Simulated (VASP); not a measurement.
# Al3GaAs4 (I-42m) in VASP: relaxation of cell and atoms with PBE

Aim: the relaxation of cell and atoms of Al3GaAs4 with PBE.

Program: VASP 6.6.1. These are calculated values, not measurements. Logs are shortened: lines on timing, memory, paths and dates and some standing lists are left out, and cuts for length are marked.

### Step 1. The cell of the first run

Symmetry: I-42m, No. 121, tetragonal system. The conventional cell has a = 5.730 Å, b = 5.730 Å, c = 11.457 Å, α = 90.00°, β = 90.00°, γ = 90.00°. Within 3.3 Å of Al (site symmetry -42m) lie 4 As at 2.48 Å. Al (site symmetry -4) has 4 As at 2.48 Å within 3.3 Å. Within 3.3 Å of Ga (site symmetry -42m) lie 4 As at 2.49 Å. Within 3.3 Å of As (site symmetry m) lie 3 Al at 2.48 Å and 1 Ga at 2.49 Å.

### Step 2. Relaxation of cell and atoms, PBE

INCAR reads:

```
PREC     = Accurate       # precision mode
ENCUT    = 600            # plane-wave cutoff, eV
EDIFF    = 1E-7           # SCF threshold, eV
ISMEAR   = 0              # smearing method
SIGMA    = 0.02           # smearing width, eV
LREAL    = False          # projectors in reciprocal space
LASPH    = True           # aspherical terms in the spheres
NELM     = 60             # most SCF steps
ALGO     = Normal         # electronic algorithm
ISIF     = 3              # what is computed and relaxed
LWAVE    = False          # write WAVECAR
LCHARG   = False          # write CHGCAR
GGA      = PE             # functional
IBRION   = 2              # ionic algorithm
NSW      = 100            # ionic steps
EDIFFG   = -0.01          # ionic threshold
```

KPOINTS reads:

```
regular mesh
0
Gamma
  8 8 8
```

POSCAR reads:

```
Al3GaAs4
1.0
   -2.8650209238      2.8650209238      5.7285943145
    2.8650209238     -2.8650209238      5.7285943145
    2.8650209238      2.8650209238     -5.7285943145
Al Ga As
3 1 4
Direct
    0.0000000000      0.0000000000      0.0000000000
    0.2500000000      0.7500000000      0.5000000000
    0.7500000000      0.2500000000      0.5000000000
    0.5000000000      0.5000000000      0.0000000000
    0.1238373887      0.1238373887      0.4985409247
    0.3747035361      0.8761626113      0.0000000000
    0.6252964639      0.6252964639      0.5014590753
    0.8761626113      0.3747035361      0.0000000000
```

Potentials or basis: VASP PAW PBE potentials, release 64 (Al, Ga_d, As).

Started as:

```
$ cat potpaw_PBE.64/Al/POTCAR potpaw_PBE.64/Ga_d/POTCAR potpaw_PBE.64/As/POTCAR > POTCAR
$ mpirun -np 1 vasp_std > vasp.out
```

OUTCAR:

```text
PREC = Accurate
   ENCUT = 600
   EDIFF = 1E-7
   ISMEAR = 0
   LREAL = False
   LASPH = True
   NELM = 60
   ISIF = 3
   GGA = PE
   IBRION = 2
   NSW = 100
   EDIFFG = -0.01

 ion  position               nearest neighbor table
   1  0.000  0.000  0.000-   5 2.48   6 2.48   8 2.48   7 2.48
   2  0.250  0.750  0.500-   7 2.48   6 2.48   8 2.48   5 2.48
   3  0.750  0.250  0.500-   7 2.48   8 2.48   6 2.48   5 2.48
   4  0.500  0.500  0.000-   5 2.49   8 2.49   6 2.49   7 2.49
   5  0.124  0.124  0.499-   2 2.48   3 2.48   1 2.48   4 2.49
   6  0.375  0.876  0.000-   2 2.48   3 2.48   1 2.48   4 2.49
   7  0.625  0.625  0.501-   2 2.48   3 2.48   1 2.48   4 2.49
   8  0.876  0.375  0.000-   3 2.48   2 2.48   1 2.48   4 2.49

  LATTYP: Found a body centered tetragonal cell.
 ALAT       =     5.7300418476
 C/A-ratio  =     1.9994947565

  Lattice vectors:

 A1 = (  -2.8650209238,   2.8650209238,   5.7285943145)
 A2 = (   2.8650209238,  -2.8650209238,   5.7285943145)
 A3 = (   2.8650209238,   2.8650209238,  -5.7285943145)

Analysis of symmetry for initial positions (statically):
=====================================================================
 Subroutine PRICEL returns:
 Original cell was already a primitive cell.

 Routine SETGRP: Setting up the symmetry group for a
 body centered tetragonal supercell.

 Subroutine GETGRP returns: Found  8 space group operations
 (whereof  8 operations were pure point group operations)
 out of a pool of 16 trial point group operations.

The static configuration has the point symmetry D_2d.

Analysis of symmetry for dynamics (positions and initial velocities):
=====================================================================
 Subroutine PRICEL returns:
 Original cell was already a primitive cell.

 Routine SETGRP: Setting up the symmetry group for a
 body centered tetragonal supercell.

 Subroutine GETGRP returns: Found  8 space group operations
 (whereof  8 operations were pure point group operations)
 out of a pool of 16 trial point group operations.

The dynamic configuration has the point symmetry D_2d.

 Subroutine INISYM returns: Found  8 space group operations
 (whereof  8 operations are pure point group operations),
 and found     1 'primitive' translations

----------------------------------------------------------------------------------------

                                     Primitive cell

  volume of cell :     188.0891

  direct lattice vectors                    reciprocal lattice vectors
    -2.865020924  2.865020924  5.728594314     0.000000000  0.174518795  0.087281447
     2.865020924 -2.865020924  5.728594314     0.174518795  0.000000000  0.087281447
     2.865020924  2.865020924 -5.728594314     0.174518795  0.174518795  0.000000000

  length of vectors
     7.016657510  7.016657510  7.016657510     0.195127806  0.195127806  0.246806847

  position of ions in fractional coordinates (direct lattice)
     0.000000000  0.000000000  0.000000000
     0.250000000  0.750000000  0.500000000
     0.750000000  0.250000000  0.500000000
     0.500000000  0.500000000  0.000000000
     0.123837389  0.123837389  0.498540925
     0.374703536  0.876162611  0.000000000
     0.625296464  0.625296464  0.501459075
     0.876162611  0.374703536  0.000000000

  ion indices of the primitive-cell ions
   primitive index   ion index
                 1           1
                 2           2
                 3           3
                 4           4
                 5           5
                 6           6
                 7           7
                 8           8

----------------------------------------------------------------------------------------

 KPOINTS: regular mesh

Automatic generation of k-mesh.
 Grid dimensions read from file:
 generate k-points for:    8    8    8

 Generating k-lattice:

  Cartesian coordinates                     Fractional coordinates (reciprocal lattice)
     0.000000000  0.021814849  0.010910181     0.125000000 -0.000000000  0.000000000
     0.021814849  0.000000000  0.010910181    -0.000000000  0.125000000  0.000000000
     0.021814849  0.021814849  0.000000000     0.000000000  0.000000000  0.125000000

  Length of vectors
     0.024390976  0.024390976  0.030850856

  Shift w.r.t. Gamma in fractional coordinates (k-lattice)
     0.000000000  0.000000000  0.000000000

 Subroutine IBZKPT returns following result:
 ===========================================

 Found     59 irreducible k-points:

 Following reciprocal coordinates:
            Coordinates               Weight
  0.000000  0.000000  0.000000      1.000000
  0.125000  0.000000  0.000000      8.000000
  0.250000  0.000000  0.000000      8.000000
  0.375000  0.000000 -0.000000      8.000000
  0.500000  0.000000  0.000000      4.000000
  0.125000  0.125000 -0.000000      8.000000
[... 16 lines left out ...]
  0.250000  0.125000  0.125000     16.000000
  0.375000  0.125000  0.125000      8.000000
 [... further k-points ...]
   k-points           NKPTS =     59   k-points in BZ     NKDIM =     59   number of bands    NBANDS=     26
   number of dos      NEDOS =    301   number of ions     NIONS =      8
   total plane-waves  NPLWV = 175616
   dimension x,y,z NGX =    56 NGY =   56 NGZ =   56
   dimension x,y,z NGXF=   112 NGYF=  112 NGZF=  112
   ions per type =               3   1   4
   NGX,Y,Z   is equivalent  to a cutoff of  13.27, 13.27, 13.27 a.u.
   NGXF,Y,Z  is equivalent  to a cutoff of  26.54, 26.54, 26.54 a.u.
 SYSTEM =  unknown system
   PREC   = accura    normal or accurate (medium, high low for compatibility)
   ISTART =      0    job   : 0-new  1-cont  2-samecut
   ICHARG =      2    charge: 1-file 2-atom 10-const
   ISPIN  =      1    spin polarized calculation?
   LNONCOLLINEAR =      F non collinear calculations
   LSORBIT =      F    spin-orbit coupling
   LASPH  =      T    aspherical Exc in radial PAW
   ENCUT  =  600.0 eV  44.10 Ry    6.64 a.u.  14.01 14.01 14.01*2*pi/ulx,y,z
   NELM   =     60;   NELMIN=  2; NELMDL= -5     # of ELM steps
   EDIFF  = 0.1E-06   stopping-criterion for ELM
   LREAL  =      F    real-space projection
   EDIFFG = -.1E-01   stopping-criterion for IOM
   NSW    =    100    number of steps for IOM
   IBRION =      2    ionic relax: 0-MD 1-quasi-New 2-CG
   NFREE  =      1    steps in history (QN), initial steepest desc. (CG)
   ISIF   =      3    stress and relaxation
   ISYM   =      2    0-nonsym 1-usesym 2-fastsym
   POTIM  = 0.5000    time-step for ionic-motion
   TEBEG  =    0.0;   TEEND  =   0.0 temperature during run
   PSTRESS=    0.0 pullay stress
   NELECT =      42.0000    total number of electrons
   NUPDOWN=      -1.0000    fix difference up-down
   EMIN   =  10.00;   EMAX   =-10.00  energy-range for DOS
   EFERMI =   0.00;   METHOD = LEGACY
   ISMEAR =     0;   SIGMA  =   0.02  broadening in eV -4-tet -1-fermi 0-gaus
   EFERMI_NEDOS =   21; number of points for ismear=-14 and -15
   IALGO  =     38    algorithm
   IMIX   =      4    mixing-type and parameters
     AMIX     =   0.40;   BMIX     =  1.00
     AMIX_MAG =   1.60;   BMIX_MAG =  1.00
  volume/ion in A,a.u.               =      23.51       158.66
  Fermi-wavevector in a.u.,A,eV,Ry     =   0.993200  1.876876 13.421416  0.986446
  Thomas-Fermi vector in A             =   2.125065
   LORBIT       =      0    0 simple, 1 ext, 2 COOP (PROOUT), +10 PAW based schemes
   GGA     = PE    functional components
   LHFCALC =     F    Hartree Fock is set to
   AEXX    =    0.0000 exact exchange contribution
   IVDW    =     0    specifies the selected vdW correction
   LEPSILON=     F    determine dielectric tensor
   LRPA    =     F    only Hartree local field effects (RPA)
 conjugate gradient relaxation of ions
 non-spin polarized calculation
 Gauss-broadening in eV      SIGMA  =   0.02
  energy-cutoff  :      600.00
  volume of cell :      188.09
 maximum number of plane-waves:      6350
   NGX = 27   NGY = 27   NGZ = 27

--------------------------------------- Ionic step        1  -------------------------------------------

 number of electron      42.0000001 magnetization

 Free energy of the ion-electron system (eV)
  ---------------------------------------------------
  ext. energy  EPLUGINS =         0.00000000
  ---------------------------------------------------
  free energy    TOTEN  =       -36.42274022 eV

  energy without entropy =      -36.42274022  energy(sigma->0) =      -36.42274022

------------------------ aborting loop because EDIFF is reached ----------------------------------------

  FORCE on cell =-STRESS in cart. coord.  units (eV):
  Direction    XX          YY          ZZ          XY          YZ          ZX
  --------------------------------------------------------------------------------------
  -------------------------------------------------------------------------------------
  Total        0.3211940      0.3211940      0.3379181      0.0000000      0.0000000      0.0000000
  in kB        2.7359891      2.7359891      2.8784480      0.0000000      0.0000000      0.0000000
  external PRESSURE =       2.7834754 kB  Pullay stress =       0.0000000 kB
[... 69 lines left out ...]
  energy  without entropy=      -36.4232989207  energy(sigma->0) =      -36.42329892

--------------------------------------- Ionic step        3  -------------------------------------------

 number of electron      42.0000002 magnetization

 Free energy of the ion-electron system (eV)
  ---------------------------------------------------
  ext. energy  EPLUGINS =         0.00000000
  ---------------------------------------------------
  free energy    TOTEN  =       -36.42341523 eV

  energy without entropy =      -36.42341523  energy(sigma->0) =      -36.42341523

 E-fermi :   3.6525     XC(G=0):  -9.0125

 val. band max:        3.5370551701   @ k =   0.0000   0.0000   0.0000
 cond. band min:       4.8507483668   @ k =   0.0000   0.0000   0.0000
 fundamental gap:      1.3136931967
 Fermi energy:         3.6524810066

 k-point     1 :       0.0000    0.0000    0.0000
  band No.  band energies     occupation
      1     -10.9216      2.00000
      2     -10.9216      2.00000
      3     -10.9209      2.00000
      4     -10.8548      2.00000
      5     -10.8545      2.00000
      6      -8.2962      2.00000
[... 685 lines left out ...]
     25       7.0764      0.00000
     26       7.6890      0.00000

 [... further k-points ...]

------------------------ aborting loop because EDIFF is reached ----------------------------------------

  FORCE on cell =-STRESS in cart. coord.  units (eV):
  Direction    XX          YY          ZZ          XY          YZ          ZX
  --------------------------------------------------------------------------------------
  -------------------------------------------------------------------------------------
  Total       -0.0004396     -0.0004396      0.0118134      0.0000000     -0.0000000      0.0000000
  in kB       -0.0037287     -0.0037287      0.1002111      0.0000000     -0.0000000      0.0000000
  external PRESSURE =       0.0309179 kB  Pullay stress =       0.0000000 kB
[... 23 lines left out ...]
  FREE ENERGIE OF THE ION-ELECTRON SYSTEM (eV)
  ---------------------------------------------------
  free  energy   TOTEN  =       -36.4234152316 eV

  energy  without entropy=      -36.4234152316  energy(sigma->0) =      -36.42341523

 reached required accuracy - stopping structural energy minimisation
```

It took 25 min on 1 thread of Oxide Virtual Turin-like, shared host; peak memory 0.67 GiB.

Results:

* Free energy: -36.4234 eV
* Relaxed volume: 23.61 Å³/atom
* Relaxed cell: a = 7.027 Å, b = 7.027 Å, c = 7.027 Å, α = 131.80°, β = 131.80°, γ = 70.54°
* Space group after relaxing (to 0.1 Å): I-42m (No. 121)
* Energy gained by relaxing: 0.1 meV/atom
* Ionic steps: 3
* Pressure after relaxing: 0.0 GPa
* Largest force after relaxing: 0.004 eV/Å
* Band gap on the k mesh: 1.31 eV

Forces in eV/Å, atoms in the order of the input:
```
Al   0.000  0.000  0.000
Al   0.000  0.000  0.000
Al   0.000  0.000  0.000
Ga   0.000  0.000  0.000
As  -0.002 -0.002 -0.002
As   0.002 -0.002  0.002
As   0.002  0.002 -0.002
As  -0.002  0.002  0.002
```

The path:
```csv
step,energy change (eV),largest force (eV/Å),pressure (GPa),volume (Å³)
1,0.0000,0.0039,0.28,188.09
2,-0.0006,0.0039,-0.11,189.20
3,-0.0007,0.0039,0.00,188.87
```

Final structure:
```
Al Ga As
1.0
    -2.86893    2.86893    5.73682
     2.86893   -2.86893    5.73682
     2.86893    2.86893   -5.73682
Al Ga As
3 1 4
Cartesian
  0.0000 0.0000 0.0000
  2.8689 0.0000 2.8684
  0.0000 2.8689 2.8684
  0.0000 0.0000 5.7368
  1.4302 1.4302 -1.4392
  1.4387 -1.4387 7.1760
  1.4387 1.4387 4.2976
  -1.4387 1.4387 7.1760
```

Levels at points of the mesh, in eV from the valence-band top:
```tsv
k point	band 17	band 18	band 19	band 20	band 21	band 22	band 23	band 24	band 25	band 26
(0.00, 0.00, 0.00)	-2.19	-2.19	-0.01	0.00	0.00	1.31	1.53	2.16	4.09	4.09
(0.50, 0.00, 0.00)	-1.95	-1.89	-1.88	-1.04	-0.96	3.07	3.51	3.58	3.63	3.96
(0.50, 0.50, 0.00)	-0.94	-0.88	-0.85	-0.84	-0.83	1.40	1.96	3.19	3.22	4.57
(0.50, 0.50, 0.50)	-2.18	-1.40	-1.40	-1.31	-1.31	1.52	1.52	1.70	2.38	2.46
```

A k mesh can miss the band edges.
